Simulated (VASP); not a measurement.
Ga7As9 (a cell with a defect): single point with LDA

The system is Ga7As9 (a cell with a defect).

```
As Ga
1.0
     0.00000    5.60338   -5.60338
     5.60338    5.60338    0.00000
     5.60338    0.00000   -5.60338
As Ga
9 7
Direct
  0.49852 0.01676 0.48459
  0.12351 0.12253 0.12946
  0.12231 0.62108 0.13152
  0.63463 0.13538 0.09419
  0.62439 0.62109 0.13131
  0.11004 0.12620 0.63315
  0.12396 0.62033 0.63072
  0.62940 0.12616 0.63279
  0.62056 0.62884 0.62919
  0.49751 0.50085 0.50520
  0.00132 0.99303 0.50313
  0.99557 0.50071 0.50528
  0.49660 0.99377 0.00399
  0.49551 0.50568 0.00241
  0.00433 0.99371 0.00441
  0.99869 0.49708 0.00482
```

```json
{
 "Program": "VASP 6.6.1",
 "Task": "single point",
 "Functional": "LDA",
 "Potentials or basis": "VASP PAW LDA potentials, release 64 (As, Ga_d)",
 "Cutoff": "520 eV",
 "k mesh": "3 × 3 × 3",
 "Occupations": "gaussian, width 0.02 eV",
 "Spin": "no spin polarisation"
}
```

* Pressure: 2.3 GPa
* Largest force: 0.022 eV/Å
* Band gap on the k mesh: zero (band 68 reaches 5.15 eV, above the bottom of band 69 at 4.69 eV)

Forces in eV/Å, atoms in the order of the input:
```
As   0.006  0.017  0.012
As  -0.005 -0.008 -0.010
As  -0.001  0.010  0.001
As  -0.020  0.002  0.000
As   0.009 -0.002  0.010
As  -0.011 -0.001  0.003
As   0.001  0.001 -0.008
As  -0.005  0.009  0.006
As   0.002 -0.016 -0.009
Ga  -0.003 -0.009 -0.001
Ga   0.008  0.000 -0.001
Ga   0.002 -0.004 -0.006
Ga   0.007 -0.005 -0.008
Ga   0.005  0.006  0.005
Ga   0.005 -0.004 -0.001
Ga   0.000  0.005  0.006
```

Stress tensor (GPa, compression positive):
```
 2.21 -0.34 -0.33
-0.34  2.35 -0.03
-0.33 -0.03  2.35
```

Levels at points of the mesh, in eV from the Fermi level:
| k point | band 66 | band 67 | band 68 | band 69 | band 70 | band 71 |
| --- | --- | --- | --- | --- | --- | --- |
| (0.00, 0.00, 0.00) | -1.15 | -1.13 | -1.12 | -0.40 | -0.22 | -0.14 |

Wall time 6.3 min on 1 thread of Intel(R) Xeon(R) 6975P-C (Granite Rapids) (shared host), peak memory 0.52 GiB.
